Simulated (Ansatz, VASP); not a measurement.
**Two plane-wave programs on In2O3**

```
In O
1.0
     2.69883    1.55817    4.75639
    -2.69883    1.55817    4.75639
     0.00000   -3.11634    4.75639
In O
4 6
Direct
  0.64216 0.64216 0.64216
  0.85784 0.85784 0.85784
  0.35784 0.35784 0.35784
  0.14216 0.14216 0.14216
  0.04573 0.75000 0.45427
  0.75000 0.45427 0.04573
  0.45427 0.04573 0.75000
  0.95427 0.25000 0.54573
  0.54573 0.95427 0.25000
  0.25000 0.54573 0.95427
```

Change from the starting cell: hydrostatic strain -2.0%.

Alike in both runs: task single point; functional PBE; k mesh 6 × 6 × 6; occupations fermi-dirac, width 0.02 eV; no spin polarisation.

```csv
,VASP,Ansatz
version,VASP 6.6.1,Ansatz 0.2.0
potentials or method,"VASP PAW PBE potentials, release 64 (In_d, O)","plane waves, PAW"
plane-wave cutoff (eV),520,420
valence electrons in the cell,88,88
```

```tsv
	VASP	Ansatz	Ansatz less VASP
gap on the k mesh at the Fermi level (eV)	1.61	1.62	+0.007
pressure (GPa)	19.6	19.0	-0.64
traceless stress, the component that is largest in VASP (GPa)	-2.27	-2.14	+0.124
rms of the force components (eV/Å)	0.041	0.044	+0.0029
```

Atom by atom the forces differ by 0.006 eV/Å (rms over components).
